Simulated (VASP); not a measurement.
# Si6B (R-3) in VASP: relaxation of cell and atoms with PBE

Aim: the relaxation of cell and atoms of Si6B with PBE.

All numbers are computed with VASP 6.6.1; they aren't measurements. Logs are shortened: lines on timing, memory, paths and dates and some standing lists are left out, and cuts for length are marked.

## (1) The cell of the first run

The structure is trigonal, space group R-3 (No. 148). Conventional cell: a = 9.766 Å, b = 9.766 Å, c = 9.074 Å, α = 90.00°, β = 90.00°, γ = 120.00°. Within 2.7 Å of Si (site symmetry 1) lie 1 B at 2.06 Å and 3 Si at 2.36 to 2.41 Å. Si (site symmetry 1) has 4 Si at 2.35 to 2.36 Å within 3.1 Å. B (site symmetry 3) has 1 B at 1.76 Å and 3 Si at 2.06 Å within 2.3 Å.

## (2) Relaxation of cell and atoms, PBE

File INCAR:

```
PREC = Accurate
ENCUT = 600
EDIFF = 1E-7
ISMEAR = 0
SIGMA = 0.1
LREAL = F
LASPH = T
NELM = 60
ALGO = Normal
ISIF = 3
LWAVE = F
LCHARG = F
GGA = PE
IBRION = 2
NSW = 80
EDIFFG = -0.001
```

File KPOINTS:

```
Automatic mesh
0
Gamma
  6 6 6
```

File POSCAR:

```
Si6B
1.0
    4.8832223783      2.8193297546      3.0245761310
   -4.8832223783      2.8193297546      3.0245761310
    0.0000000000     -5.6386595092      3.0245761310
Si B
12 2
Direct
    0.4006269541      0.1438603489      0.0221967326
    0.5993730459      0.8561396511      0.9778032674
    0.6049128181      0.7414383359      0.3105047409
    0.3950871819      0.2585616641      0.6894952591
    0.0221967326      0.4006269541      0.1438603489
    0.9778032674      0.5993730459      0.8561396511
    0.6894952591      0.3950871819      0.2585616641
    0.3105047409      0.6049128181      0.7414383359
    0.1438603489      0.0221967326      0.4006269541
    0.8561396511      0.9778032674      0.5993730459
    0.2585616641      0.6894952591      0.3950871819
    0.7414383359      0.3105047409      0.6049128181
    0.0969735214      0.0969735214      0.0969735214
    0.9030264786      0.9030264786      0.9030264786
```

Potentials or basis: VASP PAW PBE potentials, release 64 (Si, B).

Started as:

```sh
$ cat potpaw_PBE.64/Si/POTCAR potpaw_PBE.64/B/POTCAR > POTCAR
$ mpirun -np 1 vasp_std > vasp.out
```

OUTCAR:

```text
PREC = Accurate
   ENCUT = 600
   EDIFF = 1E-7
   ISMEAR = 0
   LREAL = F
   LASPH = T
   NELM = 60
   ISIF = 3
   GGA = PE
   IBRION = 2
   NSW = 80
   EDIFFG = -0.001

 ion  position               nearest neighbor table
   1  0.401  0.144  0.022-  13 2.06   4 2.36   7 2.36   2 2.41
   2  0.599  0.856  0.978-  14 2.06   3 2.36   8 2.36   1 2.41
   3  0.605  0.741  0.311-  11 2.35   7 2.35   2 2.36  10 2.36
   4  0.395  0.259  0.689-  12 2.35   8 2.35   1 2.36   9 2.36
   5  0.022  0.401  0.144-  13 2.06   7 2.36  11 2.36   6 2.41
   6  0.978  0.599  0.856-  14 2.06   8 2.36  12 2.36   5 2.41
   7  0.689  0.395  0.259-  12 2.35   3 2.35   5 2.36   1 2.36
   8  0.311  0.605  0.741-  11 2.35   4 2.35   6 2.36   2 2.36
   9  0.144  0.022  0.401-  13 2.06  11 2.36   4 2.36  10 2.41
  10  0.856  0.978  0.599-  14 2.06  12 2.36   3 2.36   9 2.41
  11  0.259  0.689  0.395-   8 2.35   3 2.35   9 2.36   5 2.36
  12  0.741  0.311  0.605-   7 2.35   4 2.35  10 2.36   6 2.36
  13  0.097  0.097  0.097-  14 1.76   9 2.06   1 2.06   5 2.06
  14  0.903  0.903  0.903-  13 1.76  10 2.06   2 2.06   6 2.06

  LATTYP: Found a trigonal (rhomboedric) cell.
 ALAT       =     6.3986359354
 COS(alpha) =    -0.1648451575

  Lattice vectors:

 A1 = (   4.8832223783,   2.8193297546,   3.0245761310)
 A2 = (  -4.8832223783,   2.8193297546,   3.0245761310)
 A3 = (   0.0000000000,  -5.6386595092,   3.0245761310)

Analysis of symmetry for initial positions (statically):
=====================================================================
 Subroutine PRICEL returns:
 Original cell was already a primitive cell.

 Routine SETGRP: Setting up the symmetry group for a
 trigonal (rhombohedral) supercell.

 Subroutine GETGRP returns: Found  6 space group operations
 (whereof  6 operations were pure point group operations)
 out of a pool of 12 trial point group operations.

The static configuration has the point symmetry S_6 .

Analysis of symmetry for dynamics (positions and initial velocities):
=====================================================================
 Subroutine PRICEL returns:
 Original cell was already a primitive cell.

 Routine SETGRP: Setting up the symmetry group for a
 trigonal (rhombohedral) supercell.

 Subroutine GETGRP returns: Found  6 space group operations
 (whereof  6 operations were pure point group operations)
 out of a pool of 12 trial point group operations.

The dynamic configuration has the point symmetry S_6 .

 Subroutine INISYM returns: Found  6 space group operations
 (whereof  6 operations are pure point group operations),
 and found     1 'primitive' translations

----------------------------------------------------------------------------------------

                                     Primitive cell

  volume of cell :     249.8436

  direct lattice vectors                    reciprocal lattice vectors
     4.883222378  2.819329755  3.024576131     0.102391405  0.059115705  0.110208280
    -4.883222378  2.819329755  3.024576131    -0.102391405  0.059115705  0.110208280
     0.000000000 -5.638659509  3.024576131     0.000000000 -0.118231410  0.110208280

  length of vectors
     6.398635935  6.398635935  6.398635935     0.161630849  0.161630849  0.161630849

  position of ions in fractional coordinates (direct lattice)
     0.400626954  0.143860349  0.022196733
     0.599373046  0.856139651  0.977803267
     0.604912818  0.741438336  0.310504741
     0.395087182  0.258561664  0.689495259
     0.022196733  0.400626954  0.143860349
     0.977803267  0.599373046  0.856139651
     0.689495259  0.395087182  0.258561664
     0.310504741  0.604912818  0.741438336
     0.143860349  0.022196733  0.400626954
     0.856139651  0.977803267  0.599373046
     0.258561664  0.689495259  0.395087182
     0.741438336  0.310504741  0.604912818
     0.096973521  0.096973521  0.096973521
     0.903026479  0.903026479  0.903026479

  ion indices of the primitive-cell ions
   primitive index   ion index
                 1           1
                 2           2
                 3           3
                 4           4
                 5           5
                 6           6
                 7           7
                 8           8
                 9           9
                10          10
                11          11
                12          12
                13          13
                14          14

----------------------------------------------------------------------------------------

 KPOINTS: Automatic mesh

Automatic generation of k-mesh.
 Grid dimensions read from file:
 generate k-points for:    6    6    6

 Generating k-lattice:

  Cartesian coordinates                     Fractional coordinates (reciprocal lattice)
     0.017065234  0.009852618  0.018368047     0.166666667  0.000000000  0.000000000
    -0.017065234  0.009852618  0.018368047     0.000000000  0.166666667  0.000000000
     0.000000000 -0.019705235  0.018368047     0.000000000  0.000000000  0.166666667

  Length of vectors
     0.026938475  0.026938475  0.026938475

  Shift w.r.t. Gamma in fractional coordinates (k-lattice)
     0.000000000  0.000000000  0.000000000

 Subroutine IBZKPT returns following result:
 ===========================================

 Found     40 irreducible k-points:

 Following reciprocal coordinates:
            Coordinates               Weight
  0.000000  0.000000  0.000000      1.000000
  0.166667  0.000000  0.000000      6.000000
  0.333333  0.000000  0.000000      6.000000
  0.500000  0.000000  0.000000      3.000000
  0.166667  0.166667  0.000000      6.000000
  0.333333  0.166667  0.000000      6.000000
[... 16 lines left out ...]
  0.333333  0.333333  0.166667      6.000000
  0.500000  0.333333  0.166667      6.000000
 [... further k-points ...]
   k-points           NKPTS =     40   k-points in BZ     NKDIM =     40   number of bands    NBANDS=     35
   number of dos      NEDOS =    301   number of ions     NIONS =     14
   total plane-waves  NPLWV = 157464
   dimension x,y,z NGX =    54 NGY =   54 NGZ =   54
   dimension x,y,z NGXF=   108 NGYF=  108 NGZF=  108
   ions per type =              12   2
   NGX,Y,Z   is equivalent  to a cutoff of  14.03, 14.03, 14.03 a.u.
   NGXF,Y,Z  is equivalent  to a cutoff of  28.06, 28.06, 28.06 a.u.
 SYSTEM =  unknown system
   PREC   = accura    normal or accurate (medium, high low for compatibility)
   ISTART =      0    job   : 0-new  1-cont  2-samecut
   ICHARG =      2    charge: 1-file 2-atom 10-const
   ISPIN  =      1    spin polarized calculation?
   LNONCOLLINEAR =      F non collinear calculations
   LSORBIT =      F    spin-orbit coupling
   LASPH  =      T    aspherical Exc in radial PAW
   ENCUT  =  600.0 eV  44.10 Ry    6.64 a.u.  12.78 12.78 12.78*2*pi/ulx,y,z
   NELM   =     60;   NELMIN=  2; NELMDL= -5     # of ELM steps
   EDIFF  = 0.1E-06   stopping-criterion for ELM
   LREAL  =      F    real-space projection
   EDIFFG = -.1E-02   stopping-criterion for IOM
   NSW    =     80    number of steps for IOM
   IBRION =      2    ionic relax: 0-MD 1-quasi-New 2-CG
   NFREE  =      1    steps in history (QN), initial steepest desc. (CG)
   ISIF   =      3    stress and relaxation
   ISYM   =      2    0-nonsym 1-usesym 2-fastsym
   POTIM  = 0.5000    time-step for ionic-motion
   TEBEG  =    0.0;   TEEND  =   0.0 temperature during run
   PSTRESS=    0.0 pullay stress
   NELECT =      54.0000    total number of electrons
   NUPDOWN=      -1.0000    fix difference up-down
   EMIN   =  10.00;   EMAX   =-10.00  energy-range for DOS
   EFERMI =   0.00;   METHOD = LEGACY
   ISMEAR =     0;   SIGMA  =   0.10  broadening in eV -4-tet -1-fermi 0-gaus
   EFERMI_NEDOS =   21; number of points for ismear=-14 and -15
   IALGO  =     38    algorithm
   IMIX   =      4    mixing-type and parameters
     AMIX     =   0.40;   BMIX     =  1.00
     AMIX_MAG =   1.60;   BMIX_MAG =  1.00
  volume/ion in A,a.u.               =      17.85       120.43
  Fermi-wavevector in a.u.,A,eV,Ry     =   0.982464  1.856588 13.132830  0.965236
  Thomas-Fermi vector in A             =   2.113549
   LORBIT       =      0    0 simple, 1 ext, 2 COOP (PROOUT), +10 PAW based schemes
   GGA     = PE    functional components
   LHFCALC =     F    Hartree Fock is set to
   AEXX    =    0.0000 exact exchange contribution
   IVDW    =     0    specifies the selected vdW correction
   LEPSILON=     F    determine dielectric tensor
   LRPA    =     F    only Hartree local field effects (RPA)
 conjugate gradient relaxation of ions
 non-spin polarized calculation
 Gauss-broadening in eV      SIGMA  =   0.10
  energy-cutoff  :      600.00
  volume of cell :      249.84
 maximum number of plane-waves:      8371
 NGX is ok and might be reduce to    54
   NGX = 25   NGY = 25   NGZ = 25

--------------------------------------- Ionic step        1  -------------------------------------------

 number of electron      54.0000002 magnetization

 Free energy of the ion-electron system (eV)
  ---------------------------------------------------
  ext. energy  EPLUGINS =         0.00000000
  ---------------------------------------------------
  free energy    TOTEN  =       -76.63147583 eV

  energy without entropy =      -76.61259719  energy(sigma->0) =      -76.62203651

------------------------ aborting loop because EDIFF is reached ----------------------------------------

  FORCE on cell =-STRESS in cart. coord.  units (eV):
  Direction    XX          YY          ZZ          XY          YZ          ZX
  --------------------------------------------------------------------------------------
  -------------------------------------------------------------------------------------
  Total       -0.0962280     -0.0962280     -0.1131930      0.0000000      0.0000000     -0.0000000
  in kB       -0.6170834     -0.6170834     -0.7258753      0.0000001      0.0000000     -0.0000000
  external PRESSURE =      -0.6533474 kB  Pullay stress =       0.0000000 kB
[... 273 lines left out ...]
  energy  without entropy=      -76.6126289539  energy(sigma->0) =      -76.62208576

--------------------------------------- Ionic step        7  -------------------------------------------

 number of electron      54.0000002 magnetization

 Free energy of the ion-electron system (eV)
  ---------------------------------------------------
  ext. energy  EPLUGINS =         0.00000000
  ---------------------------------------------------
  free energy    TOTEN  =       -76.63154294 eV

  energy without entropy =      -76.61262874  energy(sigma->0) =      -76.62208584

 E-fermi :   5.5142     XC(G=0):  -9.7137

 val. band max:        5.4890085504   @ k =   0.3333   0.3333   0.1667
 cond. band min:       5.5413185764   @ k =  -0.3333  -0.0000  -0.1667
 fundamental gap:      0.0523100260
 Fermi energy:         5.5141576067

 k-point     1 :       0.0000    0.0000    0.0000
  band No.  band energies     occupation
      1      -6.1747      2.00000
      2      -3.1719      2.00000
      3      -3.1714      2.00000
      4      -3.1276      2.00000
      5      -3.1276      2.00000
      6      -3.0495      2.00000
[... 901 lines left out ...]
     34       8.9047      0.00000
     35       9.0550      0.00000

 [... further k-points ...]

------------------------ aborting loop because EDIFF is reached ----------------------------------------

  FORCE on cell =-STRESS in cart. coord.  units (eV):
  Direction    XX          YY          ZZ          XY          YZ          ZX
  --------------------------------------------------------------------------------------
  -------------------------------------------------------------------------------------
  Total       -0.0035156     -0.0035156      0.0001287      0.0000000      0.0000000      0.0000000
  in kB       -0.0225574     -0.0225574      0.0008260      0.0000001      0.0000000      0.0000000
  external PRESSURE =      -0.0147629 kB  Pullay stress =       0.0000000 kB
[... 29 lines left out ...]
  FREE ENERGIE OF THE ION-ELECTRON SYSTEM (eV)
  ---------------------------------------------------
  free  energy   TOTEN  =       -76.6315429440 eV

  energy  without entropy=      -76.6126287364  energy(sigma->0) =      -76.62208584

 reached required accuracy - stopping structural energy minimisation
```

Run time: 51 min. Hardware: 1 thread of Intel Xeon 8259CL, shared host; peak memory 0.62 GiB.

What came out:

```yaml
Free_energy: -76.6315 eV
Relaxed_volume: 17.84 Å³/atom
Relaxed_cell: a = 6.398 Å, b = 6.398 Å, c = 6.398 Å, α = 99.49°, β = 99.49°, γ = 99.49°
Space_group_after_relaxing_to_0.1_Å: R-3 (No. 148)
Energy_gained_by_relaxing: 0.0 meV/atom
Ionic_steps: 7
Pressure_after_relaxing: 0.0 GPa
Band_gap_on_the_k_mesh: zero (bands 27 and 28 overlap by 1.56 eV)
```

Final structure:
```
Si B
1.0
     4.88250    2.81891    3.02375
    -4.88250    2.81891    3.02375
     0.00000   -5.63783    3.02375
Si B
12 2
Direct
  0.40072 0.14389 0.02214
  0.59928 0.85611 0.97786
  0.60487 0.74138 0.31050
  0.39513 0.25862 0.68949
  0.02214 0.40072 0.14389
  0.97786 0.59928 0.85611
  0.68949 0.39513 0.25862
  0.31050 0.60487 0.74138
  0.14389 0.02214 0.40072
  0.85611 0.97786 0.59928
  0.25862 0.68949 0.39513
  0.74138 0.31050 0.60487
  0.09703 0.09703 0.09703
  0.90297 0.90297 0.90297
```

The gap in the log of VASP goes by the Fermi energy; the results here count the filled bands.